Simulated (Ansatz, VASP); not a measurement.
# GaSb: VASP beside Ansatz

POSCAR

```
GaSb
1.0
    0.0000000000      3.0686043200      3.0686043200
    3.0686043200      0.0000000000      3.0686043200
    3.0686043200      3.0686043200      0.0000000000
Ga Sb
1 1
Direct
    0.0000000000      0.0000000000      0.0000000000
    0.2500000000      0.2500000000      0.2500000000
```

File INCAR.step1:

```
SYSTEM = GaSb
PREC     = Accurate       ! precision mode
ENCUT    = 520            ! plane-wave cutoff, eV
ISMEAR   = 0              ! smearing method
SIGMA    = 0.1            ! smearing width, eV
LREAL    = .False.        ! projectors in reciprocal space
LASPH    = .True.         ! aspherical terms in the spheres
NELM     = 100            ! most SCF steps
NBANDS   = 16             ! bands
GGA      = PE             ! functional
ALGO     = Normal         ! electronic algorithm
EDIFF    = 1E-4           ! SCF threshold, eV
LWAVE    = .True.         ! write WAVECAR
LCHARG   = .False.        ! write CHGCAR
```

INCAR.step2

```
SYSTEM = GaSb
PREC     = Accurate       ! precision mode
ENCUT    = 520            ! plane-wave cutoff, eV
EDIFF    = 1E-6           ! SCF threshold, eV
ISMEAR   = 0              ! smearing method
SIGMA    = 0.1            ! smearing width, eV
LREAL    = .False.        ! projectors in reciprocal space
LASPH    = .True.         ! aspherical terms in the spheres
NELM     = 100            ! most SCF steps
ALGO     = Normal         ! electronic algorithm
ISIF     = 2              ! what is computed and relaxed
LWAVE    = .False.        ! write WAVECAR
LCHARG   = .True.         ! write CHGCAR
METAGGA  = R2SCAN         ! meta-GGA
LMIXTAU  = .True.       
LELF     = .True.         ! ELF
LVHAR    = .True.       
NBANDS   = 16             ! bands
ISTART   = 1
```

File KPOINTS:

```
Automatic mesh
0
Gamma
  6 6 6
  0 0 0
```

Input for Ansatz:

```yaml
crystal:
  lattice:
    - [0.0, 3.06860432, 3.06860432]
    - [3.06860432, 0.0, 3.06860432]
    - [3.06860432, 3.06860432, 0.0]
  atoms:
    - { symbol: Ga, position: [0.0, 0.0, 0.0] }
    - { symbol: Sb, position: [0.25, 0.25, 0.25] }
basis:
  ecutwfc: 500
kpoints:
  mp_grid: { grid: [6, 6, 6] }
hamiltonian:
  xc: r2scan
  pseudopotentials: { kind: paw, azcp: { folder: soft_1 } }
scf:
  occupations: { method: gaussian, width: 0.1 }
output:
  forces: true
  stress: true
  eigenvalues: true
```

Alike in both runs: task single point; functional r2SCAN; k mesh 6 × 6 × 6; occupations gaussian, width 0.1 eV; no spin polarisation.

|  | VASP | Ansatz |
| --- | --- | --- |
| version | VASP 6.6.1 | Ansatz 0.2.0 |
| potentials or method | VASP PAW PBE potentials, release 64 (Ga_d, Sb), cutoff 520 eV | scalar-relativistic, plane waves, PAW |
| valence electrons in the cell | 18 | 28 |

|  | VASP | Ansatz | Ansatz less VASP |
| --- | --- | --- | --- |
| gap on the k mesh at the Fermi level (eV) | 0.38 | 0.40 | +0.022 |
| least direct gap on the mesh (eV) | 0.38 | 0.40 | +0.022 |
| pressure (GPa) | -0.1 | -0.1 | -0.07 |

VASP's potentials were made for PBE, not for r2SCAN. The functional is the same, so the differences come from potentials, cutoffs and numerics. VASP's potentials hold 18 valence electrons a cell and Ansatz's 28, so a difference there can come from the potentials and not from the codes.

Neither program's run includes spin-orbit coupling.
